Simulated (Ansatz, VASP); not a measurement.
SnO: VASP beside Ansatz

The input INCAR:

```
ALGO     = Normal         # electronic algorithm
DIPOL    = 0.5 0.5 0.404
EDIFF    = 1E-6           # SCF threshold, eV
ENCUT    = 520            # plane-wave cutoff, eV
GGA      = PE             # functional
IDIPOL   = 3            
ISIF     = 2              # what is computed and relaxed
ISMEAR   = 0              # smearing method
IVDW     = 12             # dispersion correction
LASPH    = True           # aspherical terms in the spheres
LCHARG   = False          # write CHGCAR
LDIPOL   = True         
LREAL    = False          # projectors in reciprocal space
LWAVE    = False          # write WAVECAR
NBANDS   = 50             # bands
NELM     = 80             # most SCF steps
PREC     = Accurate       # precision mode
SIGMA    = 0.05           # smearing width, eV
```

Contents of KPOINTS:

```
k-points
0
Gamma
  7 7 1
```

POSCAR

```
SnO
1.0
    3.8205591572     -0.0000144285      0.0000000000
    0.0000145032      3.8205591572      0.0000000000
    0.0000000000      0.0000000000     22.2281056610
Sn O
4 4
Direct
    0.7499972356      0.2500027644      0.2024464014
    0.2499972356      0.7500027644      0.3088006209
    0.3749972356      1.1250027644      0.5000000000
    0.8749972356      0.6250027644      0.6063542196
    0.2499972356      0.2500027644      0.2556235111
    0.7499972356      0.7500027644      0.2556235111
    0.8749972356      1.1250027644      0.5531771098
    0.3749972356      0.6250027644      0.5531771098
```

Input for Ansatz:

```yaml
crystal:
  lattice:
    - [3.8205591572, -1.44285e-05, 0.0]
    - [1.45032e-05, 3.8205591572, 0.0]
    - [0.0, 0.0, 22.228105661]
  atoms:
    - { symbol: Sn, position: [0.7499972356, 0.2500027644, 0.2024464014] }
    - { symbol: O, position: [0.2499972356, 0.2500027644, 0.2556235111] }
    - { symbol: O, position: [0.7499972356, 0.7500027644, 0.2556235111] }
    - { symbol: Sn, position: [0.2499972356, 0.7500027644, 0.3088006209] }
    - { symbol: Sn, position: [0.3749972356, 1.1250027644, 0.5] }
    - { symbol: O, position: [0.8749972356, 1.1250027644, 0.5531771098] }
    - { symbol: O, position: [0.3749972356, 0.6250027644, 0.5531771098] }
    - { symbol: Sn, position: [0.8749972356, 0.6250027644, 0.6063542196] }
basis:
  ecutwfc: 420
kpoints:
  mp_grid: { grid: [7, 7, 1] }
hamiltonian:
  xc: pbe
  dispersion: d3bj
scf:
  occupations: { method: gaussian, width: 0.05 }
output:
  forces: true
  eigenvalues: true
efield:
  axis: 3
  dipole_correction: true
  ramp_width: 0.04
```

Alike in both runs: task single point; functional PBE; dispersion D3(BJ); k mesh 7 × 7 × 1; occupations gaussian, width 0.05 eV; no spin polarisation.

|  | VASP | Ansatz |
| --- | --- | --- |
| version | VASP 6.6.1 | Ansatz 0.2.0 |
| potentials or method | VASP PAW PBE potentials, release 64 (Sn_d, O), cutoff 520 eV | scalar-relativistic, plane waves, PAW |
| valence electrons in the cell | 80 | 80 |

VASP gave:

- gap on the k mesh at the Fermi level (eV): 2.54
- least direct gap on the mesh (eV): 2.58
- rms of the force components (eV/Å): 0.042

Which values does Ansatz return?

gap on the k mesh at the Fermi level (eV): 2.55; least direct gap on the mesh (eV): 2.62; rms of the force components (eV/Å): 0.015.
